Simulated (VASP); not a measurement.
A run of VASP 6.6.1 is set up as follows.

INCAR

```
PREC = Accurate
ENCUT = 520
EDIFF = 1E-6
ISMEAR = -1
SIGMA = 0.01
LREAL = F
LASPH = T
NELM = 60
ALGO = Normal
ISIF = 2
LWAVE = F
LCHARG = F
GGA = CA
NBANDS = 34
```

Contents of KPOINTS:

```
Automatic mesh
0
Gamma
  5 5 5
```

File POSCAR:

```
YSn3
1.0
    0.0000000000      3.8207880000      3.8207880000
    3.8207880000      0.0000000000      3.8207880000
    3.8207880000      3.8207880000      0.0000000000
Y Sn
1 3
Direct
    0.0000000000      0.0000000000      0.0000000000
    0.5000000000      0.5000000000      0.5000000000
    0.2500000000      0.2500000000      0.2500000000
    0.7500000000      0.7500000000      0.7500000000
```

Potentials or basis: VASP PAW LDA potentials, release 64 (Y_sv, Sn_d).

The run is started by

```bash
$ cat potpaw_LDA.64/Y_sv/POTCAR potpaw_LDA.64/Sn_d/POTCAR > POTCAR
$ mpirun -np 1 vasp_std > vasp.out
```

Problem. Estimate the pressure.

Solution. -4.0 GPa.

Problem. Predict the band gap on the k mesh.

Solution. Zero (an odd number of electrons rules out a gap without spin polarisation).

Caveat: the cell stands under tension; spin-orbit coupling is left out, which moves the levels of the heavy elements.
